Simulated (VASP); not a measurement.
The system is Sb.

```xyz
1
Lattice="0.0000 2.2178 2.2178 2.2178 0.0000 2.2178 2.2178 2.2178 0.0000" Properties=species:S:1:pos:R:3 pbc="T T T"
Sb    0.0000    0.0000    0.0000
```

* Program: VASP 6.6.1
* Task: relaxation of cell and atoms
* Functional: PBE
* Potentials or basis: VASP PAW PBE potentials, release 64 (Sb)
* Cutoff: 500 eV
* k mesh: 8 × 8 × 8
* Occupations: gaussian, width 0.1 eV
* Spin: no spin polarisation

At the start: pressure 23.6 GPa; volume 21.82 Å³/atom.

Where does the relaxation end?

Over 3 steps the energy falls by 350.3 meV/atom and the volume is 27.72 Å³/atom (+27.1 %); space group Fm-3m (No. 225, to 0.05 Å).

Step by step:
```tsv
step	energy change (eV)	largest force (eV/Å)	pressure (GPa)	volume (Å³)
1	0.0000	0.0000	23.56	21.82
2	-0.1779	0.0000	-7.66	33.60
3	-0.3503	0.0000	-0.14	27.72
```

Final structure:
```xyz
1
Lattice="0.0000 2.4021 2.4021 2.4021 0.0000 2.4021 2.4021 2.4021 0.0000" Properties=species:S:1:pos:R:3 pbc="T T T"
Sb    0.0000    0.0000    0.0000
```

Caveat: the volume moved by over 15 % at a fixed basis, so the end points are rough.
